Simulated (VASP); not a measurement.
# SnSe2: single point with PBE-based global hybrid with 10 % exact exchange

The system is SnSe2.

```
Sn Se
1.0
     3.81100    0.00000    0.00000
    -1.90550    3.30042    0.00000
     0.00000    0.00000    6.13600
Sn Se
1 2
Direct
  0.00000 0.00000 0.00000
  0.33333 0.66667 0.24900
  0.66667 0.33333 0.75100
```

```json
{
  "Program": "VASP 6.6.1",
  "Task": "single point",
  "Functional": "PBE-based global hybrid with 10 % exact exchange",
  "Potentials or basis": "VASP PAW PBE potentials, release 64 (Sn_d, Se)",
  "Cutoff": "400 eV",
  "k mesh": "6 × 6 × 2",
  "Occupations": "gaussian, width 0.01 eV",
  "Spin": "no spin polarisation",
  "Dipole correction": "no",
  "Grid for exact exchange (PRECFOCK)": "Normal",
  "Share of exact exchange": "0.1",
  "Further INCAR settings": "ALGO = Normal; EDIFF = 1e-06; NBANDS = 20"
}
```

```json
{
 "Pressure": "4.3 GPa",
 "Largest force": "0.608 eV/Å",
 "Band gap on the k mesh": "1.43 eV (least direct gap 1.67 eV)"
}
```

Forces on the atoms (eV/Å):
```
Sn   0.000  0.000  0.000
Se   0.000  0.000  0.608
Se   0.000  0.000 -0.608
```

Stress tensor (GPa, compression positive):
```
3.83 0.00 0.00
0.00 3.83 0.00
0.00 0.00 5.16
```

Levels at points of the mesh, in eV from the valence-band top:
| k point | band 9 | band 10 | band 11 | band 12 | band 13 | band 14 | band 15 | band 16 | band 17 | band 18 |
| --- | --- | --- | --- | --- | --- | --- | --- | --- | --- | --- |
| (0.00, 0.00, 0.00) | -0.69 | -0.69 | -0.36 | -0.36 | 0.00 | 1.67 | 3.57 | 5.33 | 5.33 | 8.84 |
| (0.50, 0.00, 0.00) | -4.64 | -3.01 | -2.76 | -1.20 | -0.28 | 1.71 | 4.44 | 6.10 | 6.20 | 8.05 |
| (0.00, 0.00, 0.50) | -2.12 | -0.79 | -0.79 | -0.20 | -0.20 | 3.06 | 3.54 | 5.04 | 5.04 | 8.90 |
| (0.50, 0.00, 0.50) | -5.11 | -2.58 | -2.05 | -0.84 | -0.69 | 1.43 | 4.91 | 5.52 | 6.49 | 7.11 |

Run time: 20 min on 1 thread of AMD EPYC 7R13 Processor (Zen 3), with other jobs on the host, peak memory 0.16 GiB.

Caveat: the k points lie up to 0.51 Å⁻¹ apart; the PAW data sets were made with another functional, which shifts forces and pressure a little; spin-orbit coupling is left out, which moves the levels of the heavy elements. A k mesh can miss the band edges.
